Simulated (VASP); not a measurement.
Input of a VASP 6.6.1 run:

The input POSCAR:

```
Mg27HO26
1.0
    0.0000000000      6.3815718454      6.3815718454
    6.3815718454      0.0000000000      6.3815718454
    6.3815718454      6.3815718454      0.0000000000
Mg O H
27 26 1
Direct
    0.0001768444      0.0005602376     -0.0005844773
    0.0001445480      0.0005182674      0.3322322579
    0.0002217333      0.0005970473      0.6665847914
    0.0001330701      0.3334261965     -0.0006238750
    0.0006070393      0.3338460016      0.3326835676
    0.0001895920      0.3336686417      0.6663178754
    0.0002188536      0.6677283188     -0.0005430532
    0.0001911642      0.6674360508      0.3325404633
   -0.0002648471      0.6672821004      0.6661457666
    0.3330079915      0.0005151137     -0.0006260701
    0.3334197247      0.0010576942      0.3326615649
    0.3332965482      0.0005662554      0.6662912432
    0.3334242325      0.3338375806     -0.0001329733
    0.3333314953      0.3337568753      0.3325597854
    0.3262501420      0.3265977154      0.6727527916
    0.3332981726      0.6674538115     -0.0005774474
    0.3262428813      0.6739137490      0.3254792638
    0.3268246113      0.6745172151      0.6733666553
    0.6673361346      0.0006184312     -0.0005490894
    0.6670759874      0.0005630159      0.3325191588
    0.6669431092      0.0000494850      0.6661863510
    0.6670636473      0.3336866013     -0.0005848772
    0.6735311624      0.3265697117      0.3254867171
    0.6741487971      0.3272010543      0.6733618719
    0.6669382400      0.6672704232     -0.0010466702
    0.6741300872      0.6745395896      0.3260486294
    0.6670123895      0.6673867311      0.6662535063
    0.1666420706      0.1670114664      0.1659010441
    0.1664917994      0.1668798674      0.4998924983
    0.1659973961      0.1663623244      0.8336951751
    0.1664906794      0.5010459409      0.1657432243
    0.1700242379      0.5006383271      0.4994948434
    0.1702693273      0.5005526430      0.8293272465
    0.1659900058      0.8348278498      0.1652274145
    0.1702937244      0.8304401637      0.4994183208
    0.1659088071      0.8347581461      0.8336011091
    0.5006575865      0.1668692496      0.1657522112
    0.5002573901      0.1704253822      0.4995015700
    0.5001851134      0.1706590368      0.8293178178
    0.5002661059      0.5006450295      0.1692440064
    0.5000944716      0.5004790976      0.8295765867
    0.5001835078      0.8304530889      0.1695074355
    0.5001003256      0.8306974831      0.4993296214
    0.4997116496      0.8342438614      0.8330764364
    0.8344566145      0.1663639052      0.1652265072
    0.8300543972      0.1706856737      0.4994151693
    0.8343733257      0.1662854674      0.8336122136
    0.8300852120      0.5005632655      0.1694983405
    0.8303159503      0.5004916714      0.4993299211
    0.8338715263      0.5000751590      0.8330821328
    0.8343705772      0.8347651348      0.1651379258
    0.8338624534      0.8342453030      0.4989409832
    0.8337191267      0.8341001201      0.8329331499
    0.5002210099      0.5005511733      0.4993790090
```

The input INCAR.step1:

```
  PREC = Accurate
  ENCUT = 520
  ISMEAR = -1
  SIGMA = 0.01
  LREAL = Auto
  LASPH = T
  NELM = 200
  ALGO = Normal
  ISIF = 2
  LWAVE = T
  LCHARG = F
  ISPIN = 2
  MAGMOM = 0.01 0.01 0.01 0.01 0.01 0.01 0.01 0.01 0.01 0.01 0.01 0.01 0.01 0.01 0.01 0.01 0.01 0.01 0.01 0.01 0.01 0.01 0.01 0.01 0.01 0.01 0.01 0.01 0.01 0.01 0.01 0.01 0.01 0.01 0.01 0.01 0.01 0.01 0.01 0.01 0.01 0.01 0.01 0.01 0.01 0.01 0.01 0.01 0.01 0.01 0.01 0.01 0.01 0.03
  LORBIT = 11
  NUPDOWN = 1.0
  GGA = PE
  EDIFF = 1E-5
  NBANDS = 142
  GGA_COMPAT = F
  ISYM = -1
  KPAR = 1
```

Contents of INCAR.step2:

```
  PREC = Accurate
  ENCUT = 520
  EDIFF = 1E-8
  ISMEAR = -1
  SIGMA = 0.01
  LREAL = Auto
  LASPH = T
  NELM = 200
  ALGO = Normal
  ISIF = 2
  LWAVE = F
  LCHARG = F
  ISPIN = 2
  MAGMOM = 0.01 0.01 0.01 0.01 0.01 0.01 0.01 0.01 0.01 0.01 0.01 0.01 0.01 0.01 0.01 0.01 0.01 0.01 0.01 0.01 0.01 0.01 0.01 0.01 0.01 0.01 0.01 0.01 0.01 0.01 0.01 0.01 0.01 0.01 0.01 0.01 0.01 0.01 0.01 0.01 0.01 0.01 0.01 0.01 0.01 0.01 0.01 0.01 0.01 0.01 0.01 0.01 0.01 0.03
  LORBIT = 11
  NUPDOWN = 1.0
  GGA = PE
  LHFCALC = T
  HFSCREEN = 0.2079
  PRECFOCK = Fast
  LEFG = T
  ISTART = 1
  NBANDS = 142
  GGA_COMPAT = F
  ISYM = -1
  KPAR = 1
```

The input KPOINTS:

```
explicit points
1
Reciprocal
  0.25000000   0.25000000   0.25000000 1
```

Potentials or basis: VASP PAW PBE potentials, release 64 (Mg, O, H).

Launch:

```bash
$ cat potpaw_PBE.64/Mg/POTCAR potpaw_PBE.64/O/POTCAR potpaw_PBE.64/H/POTCAR > POTCAR
$ cp INCAR.step1 INCAR
$ mpirun -np 4 vasp_std > vasp.out
$ cp INCAR.step2 INCAR
$ mpirun -np 4 vasp_std > vasp.out
```

(1) Estimate the largest force.

(2) Predict the pressure.

## Answers

(1) 0.122 eV/Å.

(2) -3.0 GPa.

Caveat: without QUAD_EFG the Cq values of the log hold for a quadrupole moment of 1 mb, not for the nuclei; the PAW data sets were made with another functional, which shifts forces and pressure a little; the total moment is fixed, so each spin has its own Fermi level and the state may be an excited one.
